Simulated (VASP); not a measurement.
# ZrReH (P4/nmm) in VASP: further runs

Aim: see how the results for ZrReH move with the level of theory and the settings. Levels: RPBE, r2SCAN. Tasks: relaxation of cell and atoms.

Everything below comes from runs of VASP 6.6.1. Logs are shortened: lines on timing, memory, paths and dates and some standing lists are left out, and cuts for length are marked.

**1. The cell of the first run**

Symmetry: P4/nmm, No. 129, tetragonal system. The conventional cell has a = 3.436 Å, b = 3.436 Å, c = 6.643 Å, α = 90.00°, β = 90.00°, γ = 90.00°. Zr (site symmetry 4mm) has 4 H at 2.17 Å and 4 Re at 2.52 Å within 2.9 Å. Within 2.9 Å of H (site symmetry -4m2) lie 4 Zr at 2.17 Å and 4 H at 2.43 Å and 4 Re at 2.63 Å. Re (site symmetry 4mm) has 4 Zr at 2.52 Å and 4 H at 2.63 Å within 3.3 Å.

**2. Relaxation of cell and atoms, RPBE**

INCAR

```
  PREC = Accurate
  ENCUT = 600
  EDIFF = 1E-6
  ISMEAR = -1
  SIGMA = 0.1
  LREAL = False
  LASPH = True
  NELM = 100
  ALGO = Normal
  ISIF = 3
  LWAVE = False
  LCHARG = False
  GGA = RP
  IBRION = 2
  NSW = 60
  EDIFFG = -0.01
```

KPOINTS

```
Automatic mesh
0
Gamma
  5 5 3
```

POSCAR

```
ZrReH
1.0
    3.4363944900      0.0000000000      0.0000000000
    0.0000000000      3.4363944900      0.0000000000
    0.0000000000      0.0000000000      6.6432233600
Zr H Re
2 2 2
Direct
    0.0000000000      0.5000000000      0.2000000000
    0.5000000000      0.0000000000      0.8000000000
    0.0000000000      0.0000000000      0.0000000000
    0.5000000000      0.5000000000      0.0000000000
    0.0000000000      0.5000000000      0.7000000000
    0.5000000000      0.0000000000      0.3000000000
```

Potentials or basis: VASP PAW PBE potentials, release 64 (Zr_sv, H, Re).

Started as:

```bash
> cat potpaw_PBE.64/Zr_sv/POTCAR potpaw_PBE.64/H/POTCAR potpaw_PBE.64/Re/POTCAR > POTCAR
> mpirun -np 1 vasp_std > vasp.out
```

OUTCAR:

```text
PREC = Accurate
   ENCUT = 600
   EDIFF = 1E-6
   ISMEAR = -1
   LREAL = False
   LASPH = True
   NELM = 100
   ISIF = 3
   GGA = RP
   IBRION = 2
   NSW = 60
   EDIFFG = -0.01

 ion  position               nearest neighbor table
   1  0.000  0.500  0.200-   3 2.17   4 2.17   3 2.17   4 2.17   6 2.52   6 2.52   6 2.52   6 2.52
                             5 3.32   5 3.32   2 3.60   2 3.60   2 3.60   2 3.60
   2  0.500  0.000  0.800-   3 2.17   4 2.17   4 2.17   3 2.17   5 2.52   5 2.52   5 2.52   5 2.52
                             6 3.32   6 3.32   1 3.60   1 3.60   1 3.60   1 3.60
   3  0.000  0.000  0.000-   1 2.17   2 2.17   1 2.17   2 2.17
   4  0.500  0.500  0.000-   1 2.17   2 2.17   2 2.17   1 2.17
   5  0.000  0.500  0.700-   2 2.52   2 2.52   2 2.52   2 2.52   1 3.32   1 3.32
   6  0.500  0.000  0.300-   1 2.52   1 2.52   1 2.52   1 2.52   2 3.32   2 3.32

  LATTYP: Found a simple tetragonal cell.
 ALAT       =     3.4363944900
 C/A-ratio  =     1.9331957898

  Lattice vectors:

 A1 = (   3.4363944900,   0.0000000000,   0.0000000000)
 A2 = (   0.0000000000,   3.4363944900,   0.0000000000)
 A3 = (   0.0000000000,   0.0000000000,   6.6432233600)

Analysis of symmetry for initial positions (statically):
=====================================================================
 Subroutine PRICEL returns:
 Original cell was already a primitive cell.

 Routine SETGRP: Setting up the symmetry group for a
 simple tetragonal supercell.

 Subroutine GETGRP returns: Found 16 space group operations
 (whereof  8 operations were pure point group operations)
 out of a pool of 16 trial point group operations.

The static configuration has the point symmetry D_2d.
 The point group associated with its full space group is D_4h.

Analysis of symmetry for dynamics (positions and initial velocities):
=====================================================================
 Subroutine PRICEL returns:
 Original cell was already a primitive cell.

 Routine SETGRP: Setting up the symmetry group for a
 simple tetragonal supercell.

 Subroutine GETGRP returns: Found 16 space group operations
 (whereof  8 operations were pure point group operations)
 out of a pool of 16 trial point group operations.

The dynamic configuration has the point symmetry D_2d.
 The point group associated with its full space group is D_4h.

 Subroutine INISYM returns: Found 16 space group operations
 (whereof  8 operations are pure point group operations),
 and found     1 'primitive' translations

----------------------------------------------------------------------------------------

                                     Primitive cell

  volume of cell :      78.4485

  direct lattice vectors                    reciprocal lattice vectors
     3.436394490  0.000000000  0.000000000     0.291002678  0.000000000  0.000000000
     0.000000000  3.436394490  0.000000000     0.000000000  0.291002678  0.000000000
     0.000000000  0.000000000  6.643223360     0.000000000  0.000000000  0.150529336

  length of vectors
     3.436394490  3.436394490  6.643223360     0.291002678  0.291002678  0.150529336

  position of ions in fractional coordinates (direct lattice)
     0.000000000  0.500000000  0.200000000
     0.500000000  0.000000000  0.800000000
     0.000000000  0.000000000  0.000000000
     0.500000000  0.500000000  0.000000000
     0.000000000  0.500000000  0.700000000
     0.500000000  0.000000000  0.300000000

  ion indices of the primitive-cell ions
   primitive index   ion index
                 1           1
                 2           2
                 3           3
                 4           4
                 5           5
                 6           6

----------------------------------------------------------------------------------------

 KPOINTS: Automatic mesh

Automatic generation of k-mesh.
 Grid dimensions read from file:
 generate k-points for:    5    5    3

 Generating k-lattice:

  Cartesian coordinates                     Fractional coordinates (reciprocal lattice)
     0.058200536  0.000000000  0.000000000     0.200000000  0.000000000  0.000000000
     0.000000000  0.058200536  0.000000000     0.000000000  0.200000000  0.000000000
     0.000000000  0.000000000  0.050176445     0.000000000  0.000000000  0.333333333

  Length of vectors
     0.058200536  0.058200536  0.050176445

  Shift w.r.t. Gamma in fractional coordinates (k-lattice)
     0.000000000  0.000000000  0.000000000

 Subroutine IBZKPT returns following result:
 ===========================================

 Found     12 irreducible k-points:

 Following reciprocal coordinates:
            Coordinates               Weight
  0.000000  0.000000  0.000000      1.000000
  0.200000  0.000000  0.000000      4.000000
  0.400000  0.000000  0.000000      4.000000
  0.200000  0.200000  0.000000      4.000000
  0.400000  0.200000  0.000000      8.000000
  0.400000  0.400000  0.000000      4.000000
  0.000000  0.000000  0.333333      2.000000
  0.200000  0.000000  0.333333      8.000000
  0.400000  0.000000  0.333333      8.000000
  0.200000  0.200000  0.333333      8.000000
  0.400000  0.200000  0.333333     16.000000
  0.400000  0.400000  0.333333      8.000000
   k-points           NKPTS =     12   k-points in BZ     NKDIM =     12   number of bands    NBANDS=     24
   number of dos      NEDOS =    301   number of ions     NIONS =      6
   total plane-waves  NPLWV =  42336
   dimension x,y,z NGX =    28 NGY =   28 NGZ =   54
   dimension x,y,z NGXF=    56 NGYF=   56 NGZF=  108
   ions per type =               2   2   2
   NGX,Y,Z   is equivalent  to a cutoff of  13.55, 13.55, 13.51 a.u.
   NGXF,Y,Z  is equivalent  to a cutoff of  27.09, 27.09, 27.03 a.u.
 SYSTEM =  unknown system
   PREC   = accura    normal or accurate (medium, high low for compatibility)
   ISTART =      0    job   : 0-new  1-cont  2-samecut
   ICHARG =      2    charge: 1-file 2-atom 10-const
   ISPIN  =      1    spin polarized calculation?
   LNONCOLLINEAR =      F non collinear calculations
   LSORBIT =      F    spin-orbit coupling
   LASPH  =      T    aspherical Exc in radial PAW
   ENCUT  =  600.0 eV  44.10 Ry    6.64 a.u.   6.86  6.86 13.27*2*pi/ulx,y,z
   NELM   =    100;   NELMIN=  2; NELMDL= -5     # of ELM steps
   EDIFF  = 0.1E-05   stopping-criterion for ELM
   LREAL  =      F    real-space projection
   EDIFFG = -.1E-01   stopping-criterion for IOM
   NSW    =     60    number of steps for IOM
   IBRION =      2    ionic relax: 0-MD 1-quasi-New 2-CG
   NFREE  =      1    steps in history (QN), initial steepest desc. (CG)
   ISIF   =      3    stress and relaxation
   ISYM   =      2    0-nonsym 1-usesym 2-fastsym
   POTIM  = 0.5000    time-step for ionic-motion
   TEBEG  =    0.0;   TEEND  =   0.0 temperature during run
   PSTRESS=    0.0 pullay stress
   NELECT =      40.0000    total number of electrons
   NUPDOWN=      -1.0000    fix difference up-down
   EMIN   =  10.00;   EMAX   =-10.00  energy-range for DOS
   EFERMI =   0.00;   METHOD = LEGACY
   ISMEAR =    -1;   SIGMA  =   0.10  broadening in eV -4-tet -1-fermi 0-gaus
   EFERMI_NEDOS =   21; number of points for ismear=-14 and -15
   IALGO  =     38    algorithm
   IMIX   =      4    mixing-type and parameters
     AMIX     =   0.40;   BMIX     =  1.00
     AMIX_MAG =   1.60;   BMIX_MAG =  1.00
  volume/ion in A,a.u.               =      13.07        88.23
  Fermi-wavevector in a.u.,A,eV,Ry     =   1.307876  2.471527 23.273301  1.710539
  Thomas-Fermi vector in A             =   2.438581
   LORBIT       =      0    0 simple, 1 ext, 2 COOP (PROOUT), +10 PAW based schemes
   GGA     = RP    functional components
   LHFCALC =     F    Hartree Fock is set to
   AEXX    =    0.0000 exact exchange contribution
   IVDW    =     0    specifies the selected vdW correction
   LEPSILON=     F    determine dielectric tensor
   LRPA    =     F    only Hartree local field effects (RPA)
 conjugate gradient relaxation of ions
 non-spin polarized calculation
  energy-cutoff  :      600.00
  volume of cell :       78.45
 maximum number of plane-waves:      2639
 NGX is ok and might be reduce to    28
   NGX = 13   NGY = 13   NGZ = 27

--------------------------------------- Ionic step        1  -------------------------------------------

 number of electron      40.0000000 magnetization

 Free energy of the ion-electron system (eV)
  ---------------------------------------------------
  ext. energy  EPLUGINS =         0.00000000
  ---------------------------------------------------
  free energy    TOTEN  =       -41.80379551 eV

  energy without entropy =      -41.65957569  energy(sigma->0) =      -41.73168560

------------------------ aborting loop because EDIFF is reached ----------------------------------------

  FORCE on cell =-STRESS in cart. coord.  units (eV):
  Direction    XX          YY          ZZ          XY          YZ          ZX
  --------------------------------------------------------------------------------------
  -------------------------------------------------------------------------------------
  Total       19.0449185     19.0449185     -2.4619835      0.0000000      0.0000000      0.0000000
  in kB      388.9598903    388.9598903    -50.2818018      0.0000000      0.0000000      0.0000000
  external PRESSURE =     242.5459929 kB  Pullay stress =       0.0000000 kB
[... 101 lines left out ...]
  FREE ENERGIE OF THE ION-ELECTRON SYSTEM (eV)
  ---------------------------------------------------
  free  energy   TOTEN  =       -43.6933675140 eV

  energy  without entropy=      -43.5391427190  energy(sigma->0) =      -43.61625512

[... ionic steps 4 to 28 ...]

--------------------------------------- Ionic step       29  -------------------------------------------

 number of electron      39.9999999 magnetization

------------------------ aborting loop because EDIFF is reached ----------------------------------------

  FORCE on cell =-STRESS in cart. coord.  units (eV):
  Direction    XX          YY          ZZ          XY          YZ          ZX
  --------------------------------------------------------------------------------------
  -------------------------------------------------------------------------------------
  Total        0.0349310      0.0349310      0.0772343      0.0000000      0.0000000      0.0000000
  in kB        0.6915636      0.6915636      1.5290829      0.0000000      0.0000000      0.0000000
  external PRESSURE =       0.9707367 kB  Pullay stress =       0.0000000 kB
[... 65 lines left out ...]
  energy  without entropy=      -48.6019842384  energy(sigma->0) =      -48.64523082

--------------------------------------- Ionic step       31  -------------------------------------------

 number of electron      39.9999999 magnetization

 Free energy of the ion-electron system (eV)
  ---------------------------------------------------
  ext. energy  EPLUGINS =         0.00000000
  ---------------------------------------------------
  free energy    TOTEN  =       -48.68847327 eV

  energy without entropy =      -48.60199505  energy(sigma->0) =      -48.64523416

 E-fermi :   8.5047     XC(G=0): -12.0317

 val. band max:        8.4359252202   @ k =   0.2000   0.0000   0.3333
 cond. band min:       8.6224835551   @ k =   0.2000   0.2000   0.0000
 fundamental gap:      0.1865583349
 Fermi energy:         8.5046902467

 k-point     1 :       0.0000    0.0000    0.0000
  band No.  band energies     occupation
      1     -40.5566      2.00000
      2     -40.5284      2.00000
      3     -18.8138      2.00000
      4     -18.5341      2.00000
      5     -18.3044      2.00000
      6     -18.3044      2.00000
[... 346 lines left out ...]
  FREE ENERGIE OF THE ION-ELECTRON SYSTEM (eV)
  ---------------------------------------------------
  free  energy   TOTEN  =       -48.6884732668 eV

  energy  without entropy=      -48.6019950508  energy(sigma->0) =      -48.64523416

 reached required accuracy - stopping structural energy minimisation
```

Wall time 6.5 min (1 thread of Intel Xeon 6975P-C (Granite Rapids), shared host); peak memory 0.22 GiB.

What came out:

```yaml
Free_energy: -48.6885 eV
Relaxed_volume: 13.49 Å³/atom
Relaxed_cell: a = 3.161 Å, b = 3.161 Å, c = 8.103 Å, α = 90.00°, β = 90.00°, γ = 90.00°
Space_group_after_relaxing_to_0.05_Å: P4/nmm (No. 129)
Energy_gained_by_relaxing: 1147.4 meV/atom
Ionic_steps: 31
Pressure_after_relaxing: 0.0 GPa
Largest_force_after_relaxing: 0.009 eV/Å
Band_gap_on_the_k_mesh: zero (band 20 reaches 8.62 eV, above the bottom of band 21 at 8.23 eV)
```

Forces on the atoms (eV/Å):
```
Zr   0.000  0.000 -0.004
Zr   0.000  0.000  0.004
H    0.000  0.000  0.000
H    0.000  0.000  0.000
Re   0.000  0.000 -0.009
Re   0.000  0.000  0.009
```

Stress tensor (GPa, compression positive):
```
-0.01  0.00  0.00
 0.00 -0.01  0.00
 0.00  0.00  0.11
```

The path:
```csv
step,energy change (eV),largest force (eV/Å),pressure (GPa),volume (Å³)
1,0.0000,3.7815,24.25,78.45
2,-0.9799,0.6630,-22.46,102.25
3,-1.8896,1.7051,-9.74,90.97
4,-2.7388,1.8047,-4.27,84.11
5,-2.9751,1.8554,6.81,77.67
6,-3.5988,1.6185,4.61,78.33
7,-2.3460,6.1572,19.61,80.32
8,-3.8962,0.9299,5.14,78.79
9,-3.9221,1.2858,8.51,79.39
10,-3.9895,0.8352,6.26,79.07
11,-4.4315,0.7788,-5.81,85.57
12,-4.4466,0.5676,-4.42,84.47
13,-4.7040,1.1789,3.11,80.86
14,-4.7345,1.7612,8.08,79.02
15,-4.8661,1.9492,7.90,78.97
16,-5.3622,2.5060,7.59,78.63
17,-6.3947,1.6486,9.51,77.05
18,-4.7974,2.7116,29.86,70.80
19,-6.5762,0.9184,13.39,75.44
20,-6.6853,1.4770,-3.02,81.42
21,-6.7360,1.3017,2.36,79.20
22,-6.8323,0.7778,1.25,79.89
23,-6.8806,0.2094,0.02,80.91
24,-6.8811,0.2184,0.11,80.81
25,-6.8834,0.1286,0.05,80.88
26,-6.8846,0.0209,-0.07,80.97
27,-6.8846,0.0210,-0.08,80.98
28,-6.8847,0.0065,0.08,80.92
29,-6.8847,0.0054,0.10,80.93
30,-6.8847,0.0072,0.08,80.93
31,-6.8847,0.0095,0.03,80.94
```

Final structure:
```
Zr H Re
1.0
     3.16065    0.00000    0.00000
     0.00000    3.16065    0.00000
     0.00000    0.00000    8.10257
Zr H Re
2 2 2
Cartesian
  0.0000 1.5803 1.4017
  1.5803 0.0000 6.7009
  0.0000 0.0000 0.0000
  1.5803 1.5803 0.0000
  0.0000 1.5803 4.7440
  1.5803 0.0000 3.3585
```

Levels at points of the mesh, in eV from the Fermi level:
```csv
k point,band 18,band 19,band 20,band 21,band 22,band 23
"(0.00, 0.00, 0.00)",-1.67,-1.63,-0.10,-0.10,0.50,1.48
```

Caveat: the k points lie up to 0.40 Å⁻¹ apart in the final cell; the PAW data sets were made with another functional, which shifts forces and pressure a little; spin-orbit coupling is left out, which moves the levels of the heavy elements.

**3. Relaxation of cell and atoms, r2SCAN**

POSCAR is that of step 2.

INCAR.step1

```
SYSTEM = ZrReH
ALGO = Normal ; EDIFF = 1E-4
ENCUT = 600 ; GGA = PE
ISMEAR = -1 ; LASPH = .True.
LCHARG = .False. ; LREAL = .False.
LWAVE = .True. ; NELM = 80
PREC = Accurate ; SIGMA = 0.1
```

INCAR.step2

```
SYSTEM = ZrReH
ALGO = Normal ; EDIFF = 1E-6
EDIFFG = -0.01 ; ENCUT = 600
IBRION = 2 ; ISIF = 3
ISMEAR = -1 ; ISTART = 1
LASPH = .True. ; LCHARG = .False.
LMIXTAU = .True. ; LREAL = .False.
LWAVE = .False. ; METAGGA = R2SCAN
NELM = 80 ; NSW = 60
PREC = Accurate ; SIGMA = 0.1
```

KPOINTS

```
k-points
0
Gamma
  5 5 3
  0 0 0
```

Potentials or basis: VASP PAW PBE potentials, release 64 (Zr_sv, H, Re).

Started as:

```bash
> cat potpaw_PBE.64/Zr_sv/POTCAR potpaw_PBE.64/H/POTCAR potpaw_PBE.64/Re/POTCAR > POTCAR
> cp INCAR.step1 INCAR
> mpirun -np 1 vasp_std > vasp.out
> cp INCAR.step2 INCAR
> mpirun -np 1 vasp_std > vasp.out
```

Run time: 31 min. Hardware: 1 thread of Intel Xeon 6975P-C (Granite Rapids), shared host; peak memory 0.25 GiB.

Results (log left out):

| Item | Value |
| --- | --- |
| Free energy | -159.8518 eV |
| Relaxed volume | 13.19 Å³/atom |
| Relaxed cell | a = 3.139 Å, b = 3.139 Å, c = 8.034 Å, α = 90.00°, β = 90.00°, γ = 90.00° |
| Space group after relaxing (to 0.05 Å) | P4/nmm (No. 129) |
| Energy gained by relaxing | 1185.8 meV/atom |
| Ionic steps | 36 |
| Pressure after relaxing | -0.1 GPa |
| Largest force after relaxing | 0.009 eV/Å |
| Band gap on the k mesh | zero (band 20 reaches 8.75 eV, above the bottom of band 21 at 8.34 eV) |

Forces on the atoms (eV/Å):
```
Zr   0.000  0.000  0.008
Zr   0.000  0.000 -0.008
H    0.000  0.000  0.000
H    0.000  0.000  0.000
Re   0.000  0.000 -0.009
Re   0.000  0.000  0.009
```

The path:
| step | energy change (eV) | largest force (eV/Å) | pressure (GPa) | volume (Å³) |
| --- | --- | --- | --- | --- |
| 1 | 0.0000 | 3.6565 | 19.53 | 78.45 |
| 2 | -1.0372 | 0.6441 | -23.20 | 97.16 |
| 3 | -1.6609 | 1.6631 | -11.66 | 89.03 |
| 4 | -2.6311 | 1.6547 | -3.42 | 80.98 |
| 5 | -2.7669 | 1.7721 | 4.85 | 76.74 |
| 6 | -3.3350 | 1.9598 | 2.16 | 77.36 |
| 7 | -3.7420 | 2.9370 | 10.30 | 79.12 |
| 8 | -3.9666 | 1.0368 | 2.69 | 78.14 |
| 9 | -4.0837 | 1.2000 | 5.24 | 78.63 |
| 10 | -4.2975 | 1.3034 | 1.96 | 80.72 |
| 11 | -4.3037 | 1.4333 | 1.39 | 81.34 |
| 12 | -4.4978 | 0.7913 | -1.57 | 81.61 |
| 13 | -4.7851 | 0.5834 | -6.71 | 82.10 |
| 14 | -5.3359 | 1.1993 | -12.78 | 82.72 |
| 15 | -5.4949 | 1.4499 | -11.03 | 81.70 |
| 16 | -5.7426 | 2.1003 | -5.52 | 79.12 |
| 17 | -5.3789 | 4.4457 | 12.26 | 73.75 |
| 18 | -5.7632 | 2.4865 | -2.74 | 78.05 |
| 19 | -5.8870 | 2.2610 | -1.49 | 77.61 |
| 20 | -6.1875 | 1.5213 | 3.03 | 76.29 |
| 21 | -6.3545 | 0.8661 | 15.65 | 73.65 |
| 22 | -6.3843 | 0.5552 | 11.25 | 74.46 |
| 23 | -6.5229 | 0.4539 | 8.85 | 75.42 |
| 24 | -6.7904 | 0.8617 | 2.65 | 78.30 |
| 25 | -6.5628 | 3.0172 | -4.89 | 83.97 |
| 26 | -6.8291 | 1.4728 | -0.15 | 80.06 |
| 27 | -6.9581 | 1.0429 | -1.94 | 80.51 |
| 28 | -7.0731 | 0.2329 | -4.89 | 81.30 |
| 29 | -7.1117 | 0.2239 | -0.22 | 79.40 |
| 30 | -7.1121 | 0.2224 | 0.32 | 79.19 |
| 31 | -7.1141 | 0.0939 | 0.09 | 79.20 |
| 32 | -7.1145 | 0.0305 | -0.09 | 79.20 |
| 33 | -7.1145 | 0.0330 | -0.09 | 79.20 |
| 34 | -7.1147 | 0.0231 | 0.00 | 79.16 |
| 35 | -7.1147 | 0.0084 | 0.17 | 79.09 |
| 36 | -7.1148 | 0.0086 | -0.08 | 79.17 |

Final structure:
```
Zr H Re
1.0
     3.13906    0.00000    0.00000
     0.00000    3.13906    0.00000
     0.00000    0.00000    8.03444
Zr H Re
2 2 2
Direct
  0.00000 0.50000 0.17358
  0.50000 0.00000 0.82642
  0.00000 0.00000 0.00000
  0.50000 0.50000 0.00000
  0.00000 0.50000 0.58576
  0.50000 0.00000 0.41424
```

Levels at points of the mesh, in eV from the Fermi level:
```
           k point  band 18  band 19  band 20  band 21  band 22  band 23
(0.00, 0.00, 0.00)    -1.88    -1.81    -0.19    -0.19     0.61     1.61
```

Caveat: the k points lie up to 0.40 Å⁻¹ apart in the final cell; the PAW data sets were made with another functional, which shifts forces and pressure a little; spin-orbit coupling is left out, which moves the levels of the heavy elements.
